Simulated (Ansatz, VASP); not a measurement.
**Two plane-wave programs on HfO2**

```
Hf O
1.0
     0.00000    2.62144    2.42963
     2.62144    0.00000    2.42963
     2.62144    2.62144    0.00000
Hf O
1 2
Direct
  0.00000 0.00000 0.00000
  0.25000 0.25000 0.25000
  0.75000 0.75000 0.75000
```

Change from the starting cell: strain +0.025 along x and y, -0.050 along z, atoms carried along.

Alike in both runs: task single point; functional PBE; k mesh 8 × 8 × 8; occupations gaussian, width 0.05 eV; no spin polarisation.

```csv
,VASP,Ansatz
version,VASP 6.6.1,Ansatz 0.2.0
potentials or method,"VASP PAW PBE potentials, release 64 (Hf_pv, O), cutoff 520 eV","scalar-relativistic, plane waves, PAW"
valence electrons in the cell,22,38
```

VASP gave:

```
gap on the k mesh at the Fermi level (eV)                     : 2.81
least direct gap on the mesh (eV)                             : 3.05
pressure (GPa)                                                : -5.3
traceless stress, the component that is largest in VASP (GPa) : 22.92
```

Task: What did Ansatz give for the same quantities?

Result: gap on the k mesh at the Fermi level (eV): 2.83; least direct gap on the mesh (eV): 3.06; pressure (GPa): -1.7; traceless stress, the component that is largest in VASP (GPa): 22.53.

The functional is the same, so the differences come from potentials, cutoffs and numerics. VASP's potentials hold 22 valence electrons a cell and Ansatz's 38, so a difference there can come from the potentials and not from the codes.

Spin-orbit coupling is off throughout.
